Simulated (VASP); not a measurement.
# TiCo2 (Fd-3m) in VASP: further runs, part 3 of 3

VASP 6.6.1. The steps go on from the part before.

**4. Relaxation of cell and atoms, LDA, collinear spin, ferrimagnetic start**

This run uses another cell than the first one, of 12.55 Å³/atom, 1.103 times its volume.

File INCAR:

```
  ALGO = Normal
  EDIFF = 1E-7
  EDIFFG = -0.05
  ENCUT = 600
  GGA = CA
  IBRION = 2
  ISIF = 3
  ISMEAR = 0
  ISPIN = 2
  LASPH = T
  LCHARG = F
  LMAXMIX = 4
  LORBIT = 11
  LREAL = F
  LWAVE = F
  MAGMOM = -0.03 -0.03 0.12 0.12 0.12 0.12
  NELM = 150
  NSW = 100
  PREC = Accurate
  SIGMA = 0.1
```

File KPOINTS:

```
k-points
0
Gamma
  6 6 6
```

File POSCAR:

```
TiCo2
1.0
    0.0000000000      3.3520000000      3.3520000000
    3.3520000000      0.0000000000      3.3520000000
    3.3520000000      3.3520000000      0.0000000000
Ti Co
2 4
Direct
    0.5000000000      0.5000000000      0.5000000000
    0.7500000000      0.7500000000      0.7500000000
    0.1250000000      0.1250000000      0.1250000000
    0.6250000000      0.1250000000      0.1250000000
    0.1250000000      0.1250000000      0.6250000000
    0.1250000000      0.6250000000      0.1250000000
```

Potentials or basis: VASP PAW LDA potentials, release 64 (Ti_sv, Co).

Command:

```bash
$ cat potpaw_LDA.64/Ti_sv/POTCAR potpaw_LDA.64/Co/POTCAR > POTCAR
$ mpirun -np 1 vasp_std > vasp.out
```

OUTCAR:

```text
EDIFF = 1E-7
   EDIFFG = -0.05
   ENCUT = 600
   GGA = CA
   IBRION = 2
   ISIF = 3
   ISMEAR = 0
   ISPIN = 2
   LASPH = T
   LORBIT = 11
   LREAL = F
   NELM = 150
   NSW = 100
   PREC = Accurate

 ion  position               nearest neighbor table
   1  0.500  0.500  0.500-   3 2.78   5 2.78   6 2.78   3 2.78   4 2.78   5 2.78   3 2.78   4 2.78
                             6 2.78   4 2.78   5 2.78   6 2.78   2 2.90   2 2.90   2 2.90   2 2.90
   2  0.750  0.750  0.750-   4 2.78   5 2.78   6 2.78   3 2.78   4 2.78   6 2.78   3 2.78   4 2.78
                             5 2.78   3 2.78   5 2.78   6 2.78   1 2.90   1 2.90   1 2.90   1 2.90
   3  0.125  0.125  0.125-   4 2.37   5 2.37   6 2.37   5 2.37   6 2.37   4 2.37   1 2.78   2 2.78
                             1 2.78   2 2.78   1 2.78   2 2.78
   4  0.625  0.125  0.125-   3 2.37   5 2.37   6 2.37   3 2.37   5 2.37   6 2.37   2 2.78   1 2.78
                             1 2.78   2 2.78   2 2.78   1 2.78
   5  0.125  0.125  0.625-   3 2.37   3 2.37   4 2.37   6 2.37   6 2.37   4 2.37   1 2.78   2 2.78
                             1 2.78   2 2.78   1 2.78   2 2.78
   6  0.125  0.625  0.125-   3 2.37   5 2.37   3 2.37   4 2.37   5 2.37   4 2.37   2 2.78   1 2.78
                             2 2.78   2 2.78   1 2.78   1 2.78

  LATTYP: Found a face centered cubic cell.
 ALAT       =     6.7040000000

  Lattice vectors:

 A1 = (   0.0000000000,   3.3520000000,   3.3520000000)
 A2 = (   3.3520000000,   0.0000000000,   3.3520000000)
 A3 = (   3.3520000000,   3.3520000000,   0.0000000000)

Analysis of symmetry for initial positions (statically):
=====================================================================
 Subroutine PRICEL returns:
 Original cell was already a primitive cell.

 Routine SETGRP: Setting up the symmetry group for a
 face centered cubic supercell.

 Subroutine GETGRP returns: Found 48 space group operations
 (whereof 24 operations were pure point group operations)
 out of a pool of 48 trial point group operations.

The static configuration has the point symmetry T_d .
 The point group associated with its full space group is O_h .

Analysis of symmetry for dynamics (positions and initial velocities):
=====================================================================
 Subroutine PRICEL returns:
 Original cell was already a primitive cell.

 Routine SETGRP: Setting up the symmetry group for a
 face centered cubic supercell.

 Subroutine GETGRP returns: Found 48 space group operations
 (whereof 24 operations were pure point group operations)
 out of a pool of 48 trial point group operations.

The dynamic configuration has the point symmetry T_d .
 The point group associated with its full space group is O_h .

Analysis of structural, dynamic, and magnetic symmetry:
=====================================================================
 Subroutine PRICEL returns:
 Original cell was already a primitive cell.

 Routine SETGRP: Setting up the symmetry group for a
 face centered cubic supercell.

 Subroutine GETGRP returns: Found 48 space group operations
 (whereof 24 operations were pure point group operations)
 out of a pool of 48 trial point group operations.

The overall configuration has the point symmetry T_d .
 The point group associated with its full space group is O_h .

 Subroutine INISYM returns: Found 48 space group operations
 (whereof 24 operations are pure point group operations),
 and found     1 'primitive' translations

----------------------------------------------------------------------------------------
[... 75 lines left out ...]
   number of dos      NEDOS =    301   number of ions     NIONS =      6
   total plane-waves  NPLWV =  64000
   dimension x,y,z NGX =    40 NGY =   40 NGZ =   40
   dimension x,y,z NGXF=    80 NGYF=   80 NGZF=   80
   ions per type =               2   4
   NGX,Y,Z   is equivalent  to a cutoff of  14.03, 14.03, 14.03 a.u.
   NGXF,Y,Z  is equivalent  to a cutoff of  28.06, 28.06, 28.06 a.u.
 SYSTEM =  unknown system
   PREC   = accura    normal or accurate (medium, high low for compatibility)
   ISTART =      0    job   : 0-new  1-cont  2-samecut
   ICHARG =      2    charge: 1-file 2-atom 10-const
   ISPIN  =      2    spin polarized calculation?
   LNONCOLLINEAR =      F non collinear calculations
   LSORBIT =      F    spin-orbit coupling
   LASPH  =      T    aspherical Exc in radial PAW
   ENCUT  =  600.0 eV  44.10 Ry    6.64 a.u.   9.47  9.47  9.47*2*pi/ulx,y,z
   NELM   =    150;   NELMIN=  2; NELMDL= -5     # of ELM steps
   EDIFF  = 0.1E-06   stopping-criterion for ELM
   LREAL  =      F    real-space projection
   EDIFFG = -.5E-01   stopping-criterion for IOM
   NSW    =    100    number of steps for IOM
   IBRION =      2    ionic relax: 0-MD 1-quasi-New 2-CG
   NFREE  =      1    steps in history (QN), initial steepest desc. (CG)
   ISIF   =      3    stress and relaxation
   ISYM   =      2    0-nonsym 1-usesym 2-fastsym
   POTIM  = 0.5000    time-step for ionic-motion
   TEBEG  =    0.0;   TEEND  =   0.0 temperature during run
   PSTRESS=    0.0 pullay stress
   NELECT =      60.0000    total number of electrons
   NUPDOWN=      -1.0000    fix difference up-down
   EMIN   =  10.00;   EMAX   =-10.00  energy-range for DOS
   EFERMI =   0.00;   METHOD = LEGACY
   ISMEAR =     0;   SIGMA  =   0.10  broadening in eV -4-tet -1-fermi 0-gaus
   EFERMI_NEDOS =   21; number of points for ismear=-14 and -15
   IALGO  =     38    algorithm
   IMIX   =      4    mixing-type and parameters
     AMIX     =   0.40;   BMIX     =  1.00
     AMIX_MAG =   1.60;   BMIX_MAG =  1.00
  volume/ion in A,a.u.               =      12.55        84.72
  Fermi-wavevector in a.u.,A,eV,Ry     =   1.517555  2.867764 31.333871  2.302975
  Thomas-Fermi vector in A             =   2.626795
   LORBIT       =     11    0 simple, 1 ext, 2 COOP (PROOUT), +10 PAW based schemes
   GGA     = CA    functional components
   LHFCALC =     F    Hartree Fock is set to
   AEXX    =    0.0000 exact exchange contribution
   IVDW    =     0    specifies the selected vdW correction
   LEPSILON=     F    determine dielectric tensor
   LRPA    =     F    only Hartree local field effects (RPA)
 conjugate gradient relaxation of ions
 spin polarized calculation
 Gauss-broadening in eV      SIGMA  =   0.10
  energy-cutoff  :      600.00
  volume of cell :       75.33
 maximum number of plane-waves:      2565
 NGX is ok and might be reduce to    40
   NGX = 19   NGY = 19   NGZ = 19

--------------------------------------- Ionic step        1  -------------------------------------------

 number of electron      59.9999994 magnetization       0.0006924

 Free energy of the ion-electron system (eV)
  ---------------------------------------------------
  ext. energy  EPLUGINS =         0.00000000
  ---------------------------------------------------
  free energy    TOTEN  =       -51.62070564 eV

  energy without entropy =      -51.57159665  energy(sigma->0) =      -51.59615114

 E-fermi :   9.5562     XC(G=0): -13.0939

 val. band max:        9.5550417014   @ k =  -0.3333   0.3333   0.1667
 cond. band min:       9.5589441423   @ k =  -0.3333   0.1667   0.0000
 fundamental gap:      0.0039024410
 Fermi energy:         9.5561744915

 spin component 1

 k-point     1 :       0.0000    0.0000    0.0000
  band No.  band energies     occupation
      1     -46.9540      1.00000
      2     -46.8681      1.00000
      3     -23.6273      1.00000
      4     -23.6273      1.00000
      5     -23.6273      1.00000
      6     -23.4390      1.00000
[... 1363 lines left out ...]
--------------------------------------- Ionic step        4  -------------------------------------------

 number of electron      60.0000009 magnetization      -0.0000459

 Free energy of the ion-electron system (eV)
  ---------------------------------------------------
  ext. energy  EPLUGINS =         0.00000000
  ---------------------------------------------------
  free energy    TOTEN  =       -52.11541467 eV

  energy without entropy =      -52.06987037  energy(sigma->0) =      -52.09264252

 E-fermi :  10.9785     XC(G=0): -13.6563

 val. band max:       10.9720169309   @ k =  -0.3333   0.1667   0.0000
 cond. band min:      10.9799497580   @ k =  -0.3333   0.3333   0.1667
 fundamental gap:      0.0079328271
 Fermi energy:        10.9785486760

 spin component 1

 k-point     1 :       0.0000    0.0000    0.0000
  band No.  band energies     occupation
      1     -45.3572      1.00000
      2     -45.2281      1.00000
      3     -22.0762      1.00000
      4     -22.0762      1.00000
      5     -22.0762      1.00000
      6     -21.8165      1.00000
[... 1273 lines left out ...]
  FREE ENERGIE OF THE ION-ELECTRON SYSTEM (eV)
  ---------------------------------------------------
  free  energy   TOTEN  =       -52.1154146715 eV

  energy  without entropy=      -52.0698703726  energy(sigma->0) =      -52.09264252

 reached required accuracy - stopping structural energy minimisation

 total charge

# of ion       s       p       d       tot
------------------------------------------
    1        2.237   6.175   1.915  10.327
    2        2.237   6.175   1.915  10.327
    3        0.583   0.632   7.396   8.611
    4        0.583   0.632   7.396   8.611
    5        0.583   0.632   7.396   8.611
    6        0.583   0.632   7.396   8.611
--------------------------------------------------
tot          6.806  14.877  33.415  55.098

 magnetization (x)

# of ion       s       p       d       tot
------------------------------------------
    1       -0.000   0.000   0.000   0.000
    2       -0.000   0.000   0.000   0.000
    3       -0.000  -0.000  -0.000  -0.000
    4       -0.000  -0.000  -0.000  -0.000
    5       -0.000  -0.000  -0.000  -0.000
    6       -0.000  -0.000  -0.000  -0.000
--------------------------------------------------
tot         -0.000   0.000  -0.000  -0.000
```

It took 7 min on 1 thread of AMD EPYC 9R45 (Zen 5), shared host; peak memory 0.24 GiB.

What came out:

- Free energy: -52.1154 eV
- Relaxed volume: 11.36 Å³/atom
- Relaxed cell: a = 4.585 Å, b = 4.585 Å, c = 4.585 Å, α = 60.00°, β = 60.00°, γ = 60.00°
- Space group after relaxing (to 0.05 Å): Fd-3m (No. 227)
- Energy gained by relaxing: 82.5 meV/atom
- Ionic steps: 4
- Pressure after relaxing: -0.1 GPa
- Band gap on the k mesh: zero (filled and empty bands overlap)
- Net moment: 0.00 μB per cell
- Valence electrons inside the program's atomic spheres: Ti 10.33; Co 8.61

The path:
```
step  energy change (eV)  largest force (eV/Å)  pressure (GPa)  volume (Å³)
   1              0.0000                0.0000          -20.02        75.33
   2              0.5814                0.0000           45.04        59.48
   3             -0.4940                0.0000           -0.91        68.34
   4             -0.4947                0.0000           -0.14        68.13
```

Final structure:
```cif
data_structure
_symmetry_space_group_name_H-M 'P 1'
_symmetry_Int_Tables_number 1
_cell_length_a 4.5845
_cell_length_b 4.5845
_cell_length_c 4.5845
_cell_angle_alpha 60.000
_cell_angle_beta 60.000
_cell_angle_gamma 60.000
_cell_volume 68.13
loop_
_atom_site_label
_atom_site_type_symbol
_atom_site_fract_x
_atom_site_fract_y
_atom_site_fract_z
_atom_site_occupancy
Ti1 Ti 0.50000 0.50000 0.50000 1
Ti2 Ti 0.75000 0.75000 0.75000 1
Co1 Co 0.12500 0.12500 0.12500 1
Co2 Co 0.62500 0.12500 0.12500 1
Co3 Co 0.12500 0.12500 0.62500 1
Co4 Co 0.12500 0.62500 0.12500 1
```

**5. Overview**

| task | spin | cell | k mesh | cutoff (eV) | gap on the mesh (eV) | pressure (GPa) | moment (μB) | relaxed volume (Å³/atom) |
| --- | --- | --- | --- | --- | --- | --- | --- | --- |
| single point | collinear, ferrimagnetic start | a = 4.588 Å, angles 60.0°, 6 atoms | 6 × 6 × 6 | 520 | none | -0.6 | 0.00 | - |
| relaxation of cell and atoms | off | relaxed from a = 4.588 Å, angles 60.0°, 6 atoms | 10 × 10 × 10 | 600 | none | 0.0 | - | 11.35 |
| relaxation of cell and atoms | collinear, ferrimagnetic start | relaxed from a = 4.740 Å, angles 60.0°, 6 atoms | 6 × 6 × 6 | 600 | none | -0.1 | 0.00 | 11.36 |

Alike in all rows: level LDA; potentials or basis VASP PAW LDA potentials, release 64 (Ti_sv, Co); smearing gaussian 0.1 eV.

Total energies depend on the potentials used, so only differences within one code and one set of settings carry meaning.
